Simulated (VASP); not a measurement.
Wanted: the native input for a VASP 6.6.1 run.

```
Task                   : single point
Functional             : PBE
Potentials or basis    : VASP PAW PBE potentials, release 64 (Ag)
Cutoff                 : 520 eV
k mesh                 : 3 × 3 × 1
Occupations            : gaussian, width 0.1 eV
Spin                   : no spin polarisation
Dipole correction      : yes
Further INCAR settings : ALGO = Normal; EDIFF = 1e-06; NBANDS = 24
```

The structure of Ag lies in POSCAR:

```
Ag
1.0
    5.5001800549     -0.0000002750      0.0000000000
   -2.7500897893      4.7632957905      0.0000000000
    0.0000000000      0.0000000000     23.8000000000
Ag
3
Direct
    0.5000000000      0.0000000000      0.2941176471
    0.0000000000      0.5000000000      0.2941176471
    0.5000000000      0.5000000000      0.2941176471
```

The cell was built from a structure type or drawn by symmetry, and may not be a known phase.

The input as run:

INCAR

```
SYSTEM = Ag
ALGO = Normal ; DIPOL = 0.5 0.5 0.294
EDIFF = 1E-6 ; ENCUT = 520
GGA = PE ; IDIPOL = 3
ISIF = 2 ; ISMEAR = 0
LASPH = .True. ; LCHARG = .False.
LDIPOL = .True. ; LREAL = .False.
LWAVE = .False. ; NBANDS = 24
NELM = 100 ; PREC = Accurate
SIGMA = 0.1
```

KPOINTS

```
k-points
0
Gamma
  3 3 1
  0 0 0
```

Potentials or basis: VASP PAW PBE potentials, release 64 (Ag).

The run is started by

```sh
$ cat potpaw_PBE.64/Ag/POTCAR > POTCAR
$ mpirun -np 1 vasp_std > vasp.out
```

It gave:

```
Band gap on the k mesh : zero (an odd number of electrons rules out a gap without spin polarisation)
```

Caveat: the k points lie up to 0.44 Å⁻¹ apart, too coarse for converged energies and pressures of a metal.

Wall time 2.1 min on 1 thread of AMD EPYC 9R45 (Zen 5), on a shared host, peak memory 0.54 GiB.
